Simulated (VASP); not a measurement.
# CoSi16 (a cell with a defect) in VASP: single point with r2SCAN+D3(BJ)

Aim: the single point of CoSi16 (a cell with a defect) with r2SCAN+D3(BJ).

Everything below comes from runs of VASP 6.6.1. Logs are shortened: lines on timing, memory, paths and dates and some standing lists are left out, and cuts for length are marked.

### 1 The cell of the first run

The cell holds a defect, 17 atoms: a = 7.679 Å, b = 7.679 Å, c = 7.679 Å, α = 60.00°, β = 60.00°, γ = 60.00°.

### 2 Single point, r2SCAN+D3(BJ), collinear spin, ferromagnetic start

The input, POSCAR:

```
CoSi16
1.0
    0.0000000000      5.4300000000      5.4300000000
    5.4300000000      0.0000000000      5.4300000000
    5.4300000000      5.4300000000      0.0000000000
Si Co
16 1
Direct
   -0.0077111834     -0.0078281582      0.0233612852
    0.1267562547      0.1261335014      0.1295028852
   -0.0018825903      0.0100168643      0.5010990860
    0.1222931792      0.1082022434      0.6490755412
    0.0064685373      0.4993939759     -0.0042209926
    0.1246990278      0.6173552539      0.1322852170
    0.0054209435      0.4816069390      0.5040673946
    0.1316848938      0.6173675568      0.6243148903
    0.4995368051      0.0077061961     -0.0070270898
    0.6178270349      0.1256377793      0.1294447064
    0.4926461623      0.0076297617      0.5009155750
    0.6188105761      0.1434384418      0.6211880950
    0.4974835772      0.4989040542     -0.0042205927
    0.6319892092      0.6328890278      0.1018615602
    0.5020091641      0.5168439287      0.4761573656
    0.6261115267      0.6150932499      0.6241660919
    0.8122154019      0.8124794240      0.5626977214
```

The input, INCAR.step1:

```
SYSTEM = CoSi16
PREC = Accurate
ENCUT = 580
ISMEAR = 0
SIGMA = 0.05
LREAL = .False.
LASPH = .True.
NELM = 200
ISPIN = 2
MAGMOM = 0 0 0 0 0 0 0 0 0 0 0 0 0 0 0 0 1
LMAXMIX = 4
NBANDS = 54
GGA = PE
ALGO = Normal
EDIFF = 1E-5
LWAVE = .True.
LCHARG = .False.
GGA_COMPAT = .False.
```

The input, INCAR.step2:

```
SYSTEM = CoSi16
PREC = Accurate
ENCUT = 580
EDIFF = 1E-6
ISMEAR = 0
SIGMA = 0.05
LREAL = .False.
LASPH = .True.
NELM = 200
ALGO = Normal
ISIF = 2
LWAVE = .False.
LCHARG = .False.
ISPIN = 2
MAGMOM = 0 0 0 0 0 0 0 0 0 0 0 0 0 0 0 0 1
LORBIT = 11
LMAXMIX = 4
METAGGA = R2SCAN
LMIXTAU = .True.
IVDW = 12
VDW_S6 = 1.0
VDW_S8 = 0.78981345
VDW_A1 = 0.49484001
VDW_A2 = 5.73083694
NBANDS = 54
ISTART = 1
GGA_COMPAT = .False.
```

The input, KPOINTS:

```
Automatic mesh
0
Gamma
  2 2 2
  0 0 0
```

Potentials or basis: VASP PAW PBE potentials, release 64 (Si, Co).

Run with:

```console
cat potpaw_PBE.64/Si/POTCAR potpaw_PBE.64/Co/POTCAR > POTCAR
cp INCAR.step1 INCAR
mpirun -np 1 vasp_std > vasp.out
cp INCAR.step2 INCAR
mpirun -np 1 vasp_std > vasp.out
```

OUTCAR:

```text
SYSTEM = CoSi16
   PREC = Accurate
   ENCUT = 580
   EDIFF = 1E-6
   ISMEAR = 0
   LREAL = .False.
   LASPH = .True.
   NELM = 200
   ISIF = 2
   ISPIN = 2
   LORBIT = 11
   METAGGA = R2SCAN
   IVDW = 12
   ISTART = 1
 IVDW          = 12

 ion  position               nearest neighbor table
   1  0.992  0.992  0.023-   4 2.35  10 2.35   2 2.35   6 2.35
   2  0.127  0.126  0.130-   3 2.33   9 2.34   5 2.34   1 2.35
   3  0.998  0.010  0.501-  17 2.31   4 2.33   2 2.33  12 2.38   8 2.46
   4  0.122  0.108  0.649-  11 2.33   3 2.33   7 2.35   1 2.35
   5  0.006  0.499  0.996-   8 2.33   6 2.34   2 2.34  14 2.35
   6  0.125  0.617  0.132-   7 2.33   5 2.34  13 2.34   1 2.35
   7  0.005  0.482  0.504-   6 2.33   4 2.35  17 2.36  16 2.38   8 2.40
   8  0.132  0.617  0.624-  17 2.29  15 2.33   5 2.33   7 2.40   3 2.46
   9  0.500  0.008  0.993-  12 2.33  10 2.34   2 2.34  14 2.35
  10  0.618  0.126  0.129-  11 2.33   9 2.34  13 2.34   1 2.35
  11  0.493  0.008  0.501-  17 2.30   4 2.33  10 2.33  12 2.40  16 2.46
  12  0.619  0.143  0.621-   9 2.33  15 2.35  17 2.36   3 2.38  11 2.40
  13  0.497  0.499  0.996-  16 2.33   6 2.34  10 2.34  14 2.35
  14  0.632  0.633  0.102-  15 2.35   5 2.35  13 2.35   9 2.35
  15  0.502  0.517  0.476-   8 2.33  16 2.33  12 2.35  14 2.35
  16  0.626  0.615  0.624-  17 2.31  15 2.33  13 2.33   7 2.38  11 2.46
  17  0.812  0.812  0.563-   8 2.29  11 2.30   3 2.31  16 2.31   7 2.36  12 2.36

  LATTYP: Found a face centered cubic cell.
 ALAT       =    10.8600000000

  Lattice vectors:

 A1 = (   0.0000000000,   5.4300000000,   5.4300000000)
 A2 = (   5.4300000000,   0.0000000000,   5.4300000000)
 A3 = (   5.4300000000,   5.4300000000,   0.0000000000)

Analysis of symmetry for initial positions (statically):
=====================================================================
 Subroutine PRICEL returns:
 Original cell was already a primitive cell.

 Routine SETGRP: Setting up the symmetry group for a
 face centered cubic supercell.

 Subroutine GETGRP returns: Found  1 space group operations
 (whereof  1 operations were pure point group operations)
 out of a pool of 48 trial point group operations.

The static configuration has the point symmetry C_1 .

Analysis of symmetry for dynamics (positions and initial velocities):
=====================================================================
 Subroutine PRICEL returns:
 Original cell was already a primitive cell.

 Routine SETGRP: Setting up the symmetry group for a
 face centered cubic supercell.

 Subroutine GETGRP returns: Found  1 space group operations
 (whereof  1 operations were pure point group operations)
 out of a pool of 48 trial point group operations.

The dynamic configuration has the point symmetry C_1 .

Analysis of structural, dynamic, and magnetic symmetry:
[... 168 lines left out ...]
  free energy    TOTEN  =      -150.74079721 eV

  energy without entropy =     -150.73862618  energy(sigma->0) =     -150.73971169

 E-fermi :   6.6970     XC(G=0): -10.1505

 val. band max:        6.6582677944   @ k =   0.5000   0.5000   0.5000
 cond. band min:       6.7462944046   @ k =   0.5000   0.0000   0.0000
 fundamental gap:      0.0880266102
 Fermi energy:         6.6969815465

 spin component 1

 k-point     1 :       0.0000    0.0000    0.0000
  band No.  band energies     occupation
      1      -6.5117      1.00000
      2      -4.0684      1.00000
      3      -4.0309      1.00000
      4      -3.9855      1.00000
      5      -3.9661      1.00000
      6      -2.2627      1.00000
[... 397 lines left out ...]
     47      10.7017      0.00000
     48      10.7127      0.00000
 Fermi energy:         6.6969815465

 spin component 2

 k-point     1 :       0.0000    0.0000    0.0000
  band No.  band energies     occupation
      1      -6.5072      1.00000
      2      -4.0545      1.00000
      3      -4.0313      1.00000
      4      -3.9735      1.00000
      5      -3.9607      1.00000
      6      -2.2534      1.00000
[... 397 lines left out ...]
     47      10.7341      0.00000
     48      10.7349      0.00000
 [bands above 48 left out]

------------------------ aborting loop because EDIFF is reached ----------------------------------------

 Edisp (eV)   -2.60558

 E8    (eV) :    -0.8313

  FORCE on cell =-STRESS in cart. coord.  units (eV):
  Direction    XX          YY          ZZ          XY          YZ          ZX
  --------------------------------------------------------------------------------------
  -------------------------------------------------------------------------------------
  Total       1.39691     2.94977     2.58282     0.88838    -0.30494    -1.16591
  in kB       6.98957    14.75940    12.92337     4.44508    -1.52577    -5.83375
  external pressure =       11.56 kB  Pullay stress =        0.00 kB

 VOLUME and BASIS-vectors are now :
 -----------------------------------------------------------------------------
  energy-cutoff  :      580.00
  volume of cell :      320.21
      direct lattice vectors                 reciprocal lattice vectors
     0.000000000  5.430000000  5.430000000    -0.092081031  0.092081031  0.092081031
     5.430000000  0.000000000  5.430000000     0.092081031 -0.092081031  0.092081031
     5.430000000  5.430000000  0.000000000     0.092081031  0.092081031 -0.092081031

 POSITION                                       TOTAL-FORCE (eV/Angst)
 -----------------------------------------------------------------------------------
      5.51434      5.51498     10.77562        -0.000914     -0.001095      0.000629
      1.38811      1.39149      1.37319         0.001788     -0.005259     -0.000277
      2.77536      8.14075      5.47417        -0.004416      0.005237      0.006483
      4.11202      4.18853      1.25159        -0.000728     -0.004574      0.004396
      8.11879      5.44220      2.74683        -0.001212     -0.001604     -0.003258
      4.07055      1.39542      4.02935        -0.001490     -0.004404      0.002517
[... 9 lines left out ...]
      6.72918      6.78901      6.73974         0.003723     -0.003426     -0.006062
      7.46721      7.46578      8.82209         0.000284     -0.004415     -0.002716
 -----------------------------------------------------------------------------------
    total drift:                               -0.000002     -0.000041      0.000032

  FREE ENERGIE OF THE ION-ELECTRON SYSTEM (eV)
  ---------------------------------------------------
  free  energy   TOTEN  =      -153.3463800146 eV

  energy  without entropy=     -153.3442089873  energy(sigma->0) =     -153.34529450

 total charge

# of ion       s       p       d       tot
------------------------------------------
    1        0.736   0.976   0.000   1.712
    2        0.738   0.980   0.000   1.718
    3        0.731   0.982   0.000   1.713
    4        0.745   0.959   0.000   1.703
    5        0.738   0.980   0.000   1.719
    6        0.738   0.978   0.000   1.716
[... 9 lines left out ...]
   16        0.731   0.981   0.000   1.713
   17        0.463   0.514   7.543   8.520
--------------------------------------------------
tot         12.233  16.147   7.543  35.922

 magnetization (x)

# of ion       s       p       d       tot
------------------------------------------
    1        0.001   0.000   0.000   0.002
    2        0.001   0.004   0.000   0.005
    3       -0.001   0.005   0.000   0.004
    4       -0.000   0.005   0.000   0.004
    5        0.000   0.003   0.000   0.004
    6        0.001   0.004   0.000   0.004
[... 9 lines left out ...]
   16       -0.001   0.005   0.000   0.004
   17        0.027   0.006   1.105   1.138
--------------------------------------------------
tot          0.027   0.074   1.105   1.206
```

OUTCAR.step1:

```text
SYSTEM = CoSi16
   PREC = Accurate
   ENCUT = 580
   ISMEAR = 0
   LREAL = .False.
   LASPH = .True.
[... 1089 lines left out ...]
      4.07055      1.39542      4.02935         0.030666      0.006624      0.025505
[... 9 lines left out ...]
      6.72918      6.78901      6.73974         0.233235      0.088362      0.025979
      7.46721      7.46578      8.82209         0.001322     -0.003782     -0.003313
 -----------------------------------------------------------------------------------
    total drift:                                0.000008     -0.000014     -0.000033

  FREE ENERGIE OF THE ION-ELECTRON SYSTEM (eV)
  ---------------------------------------------------
  free  energy   TOTEN  =       -91.0916990576 eV

  energy  without entropy=      -91.0767447637  energy(sigma->0) =      -91.08422191
```

Wall time 62 min (1 thread of Oxide Virtual Turin-like, shared host); peak memory 0.86 GiB.

What came out:

| Item | Value |
| --- | --- |
| Free energy | -153.3464 eV |
| Pressure | 1.2 GPa |
| Largest force | 0.011 eV/Å |
| Net moment | 1.25 μB per cell |
| Site moments | Si +0.00, +0.01, -0.00 (each value once); Co +1.14 μB |
| Valence electrons inside the program's atomic spheres | Si 1.71, 1.72, 1.70 (each value once); Co 8.52 |
| Dispersion energy per atom | -0.153 eV |

Forces in eV/Å, atoms in the order of the input:
```
Si  -0.001 -0.001  0.001
Si   0.002 -0.005  0.000
Si  -0.004  0.005  0.006
Si  -0.001 -0.005  0.004
Si  -0.001 -0.002 -0.003
Si  -0.001 -0.004  0.003
Si  -0.004  0.006  0.002
Si  -0.001  0.010  0.003
Si   0.001  0.005 -0.003
Si   0.002  0.001  0.003
Si   0.001 -0.008 -0.002
Si   0.004 -0.005 -0.001
Si  -0.002  0.005  0.001
Si   0.000  0.002 -0.001
Si   0.001  0.004 -0.004
Si   0.004 -0.003 -0.006
Co   0.000 -0.004 -0.003
```

Stress tensor (GPa, compression positive):
```
 0.70  0.44 -0.58
 0.44  1.48 -0.15
-0.58 -0.15  1.29
```

Caveat: the k points lie up to 0.50 Å⁻¹ apart; the PAW data sets were made with another functional, which shifts forces and pressure a little.
